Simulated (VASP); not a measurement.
**Te2Mo: single point with PBEsol**

The system is Te2Mo, a slab with vacuum.

```
Te Mo
1.0
     3.64817    0.00000    0.00000
    -1.82409    3.15941    0.00000
     0.00000    0.00000   17.05267
Te Mo
2 1
Direct
  0.33333 0.66667 0.89759
  0.33333 0.66667 0.10241
  0.00000 0.00000 0.00000
```

```
Program                : VASP 6.6.1
Task                   : single point
Functional             : PBEsol
Potentials or basis    : VASP PAW PBE potentials, release 64 (Te, Mo_sv)
Cutoff                 : 520 eV
k mesh                 : 12 × 12 × 2
Occupations            : gaussian, width 0.02 eV
Spin                   : no spin polarisation
Dipole correction      : no
Further INCAR settings : ALGO = Normal; EDIFF = 1e-07; NBANDS = 20
```

```yaml
Largest_force: 0.031 eV/Å
Band_gap_on_the_k_mesh: 0.85 eV
```

Forces in eV/Å, atoms in the order of the input:
```
Te   0.000  0.000 -0.031
Te   0.000  0.000  0.031
Mo   0.000  0.000  0.000
```

Levels at points of the mesh, in eV from the valence-band top:
```tsv
k point	band 9	band 10	band 11	band 12	band 13	band 14	band 15	band 16	band 17	band 18
(0.00, 0.00, 0.00)	-1.82	-1.21	-0.99	-0.99	-0.07	2.91	2.91	3.23	3.23	4.44
(0.50, 0.00, 0.00)	-3.20	-2.30	-1.25	-0.59	-0.52	1.26	1.60	3.34	3.73	4.02
(0.00, 0.00, 0.50)	-1.82	-1.21	-0.99	-0.99	-0.07	2.91	2.91	3.23	3.23	4.57
(0.50, 0.00, 0.50)	-3.20	-2.30	-1.25	-0.59	-0.52	1.26	1.60	3.34	3.73	4.02
```

It took 7.1 min on 1 thread of Intel Xeon 8259CL (shared host), peak memory 0.39 GiB.

Caveat: the PAW data sets were made with another functional, which shifts forces and pressure a little; spin-orbit coupling is left out, which moves the levels of the heavy elements.
